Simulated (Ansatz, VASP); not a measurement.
## Two plane-wave programs on CdO2

The input POSCAR:

```
CdO2
1.0
    3.4052666187      0.0000000000      0.0000000000
   -1.7026333094      2.9490469190      0.0000000000
    0.0000000000      0.0000000000      4.0633976275
Cd O
1 2
Direct
    0.0000000000      0.0000000000      0.0000000000
    0.6666666667      0.3333333333      0.7557810000
    0.3333333333      0.6666666667      0.2442190000
```

Contents of INCAR.step1:

```
PREC = Accurate ; ENCUT = 520
ISMEAR = 0 ; SIGMA = 0.02
LREAL = False ; LASPH = True
NELM = 100 ; NBANDS = 19
GGA = PE ; ALGO = Normal
EDIFF = 1E-4 ; LWAVE = True
LCHARG = False
```

The input INCAR.step2:

```
PREC = Accurate ; ENCUT = 520
EDIFF = 1E-6 ; ISMEAR = 0
SIGMA = 0.02 ; LREAL = False
LASPH = True ; NELM = 100
ALGO = Normal ; ISIF = 2
LWAVE = False ; LCHARG = False
METAGGA = R2SCAN ; LMIXTAU = True
NBANDS = 19 ; ISTART = 1
```

KPOINTS

```
regular mesh
0
Gamma
  10 10 7
```

Input for Ansatz:

```yaml
crystal:
  lattice:
    - [3.4052666187002965, 0.0, 0.0]
    - [-1.7026333093501482, 2.949046919046524, 0.0]
    - [0.0, 0.0, 4.063397627496411]
  atoms:
    - { symbol: Cd, position: [0.0, 0.0, 0.0] }
    - { symbol: O, position: [0.6666666666666666, 0.3333333333333333, 0.755781] }
    - { symbol: O, position: [0.3333333333333333, 0.6666666666666666, 0.244219] }
basis:
  ecutwfc: 600.0
kpoints:
  mp_grid:
    grid: [10, 10, 7]
hamiltonian:
  xc: r2scan
scf:
  max_iter: 150
  mixing:
    algorithm: broyden
    beta: 0.6
    ndim: 8
  occupations:
    method: gaussian
    width: 0.02
output:
  stress: true
```

Alike in both runs: task single point; functional r2SCAN; k mesh 10 × 10 × 7; occupations gaussian, width 0.02 eV; no spin polarisation.

|  | VASP | Ansatz |
| --- | --- | --- |
| version | VASP 6.6.1 | Ansatz 0.2.0 |
| potentials or method | VASP PAW PBE potentials, release 64 (Cd, O), cutoff 520 eV | plane waves, PAW |
| valence electrons in the cell | 24 | 32 |

```csv
,VASP,Ansatz,Ansatz less VASP
pressure (GPa),-3.3,-5.2,-1.92
"traceless stress, the component that is largest in VASP (GPa)",-2.18,-1.25,+0.933
```

VASP's potentials were made for PBE, not for r2SCAN. VASP's potentials hold 24 valence electrons a cell and Ansatz's 32, so a difference there can come from the potentials and not from the codes.
